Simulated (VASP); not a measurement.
Sn:

```
Sn
1.0
    -1.89465    1.89465    1.89465
     1.89465   -1.89465    1.89465
     1.89465    1.89465   -1.89465
Sn
1
Cartesian
  0.0000 0.0000 0.0000
```

This isn't the form of Sn at room conditions, which is tetragonal (white tin).

```yaml
Program: VASP 6.6.1
Task: relaxation of cell and atoms
Functional: PBE0
Potentials_or_basis: VASP PAW PBE potentials, release 64 (Sn_d)
Cutoff: 600 eV
k_mesh: 5 × 5 × 5
Occupations: fermi-dirac, width 0.05 eV
Spin: no spin polarisation
```

At the start: pressure 1.7 GPa; volume 27.20 Å³/atom.

How do energy, volume and symmetry change on relaxing?

Over 3 steps the energy falls by 4.7 meV/atom and the volume is 28.16 Å³/atom (+3.5 %); space group Im-3m (No. 229, to 0.1 Å) before and after.

Step by step:
```tsv
step	energy change (eV)	largest force (eV/Å)	pressure (GPa)	volume (Å³)
1	0.0000	0.0000	1.65	27.20
2	-0.0046	0.0000	-0.23	28.32
3	-0.0047	0.0000	0.05	28.16
```

Final structure:
```cif
data_structure
_symmetry_space_group_name_H-M 'P 1'
_symmetry_Int_Tables_number 1
_cell_length_a 3.3197
_cell_length_b 3.3197
_cell_length_c 3.3197
_cell_angle_alpha 109.471
_cell_angle_beta 109.471
_cell_angle_gamma 109.471
_cell_volume 28.16
loop_
_atom_site_label
_atom_site_type_symbol
_atom_site_fract_x
_atom_site_fract_y
_atom_site_fract_z
_atom_site_occupancy
Sn1 Sn 0.00000 0.00000 0.00000 1
```

Caveat: the k points lie up to 0.46 Å⁻¹ apart in the final cell, too coarse for converged energies and pressures of a metal; the PAW data sets were made with another functional, which shifts forces and pressure a little.
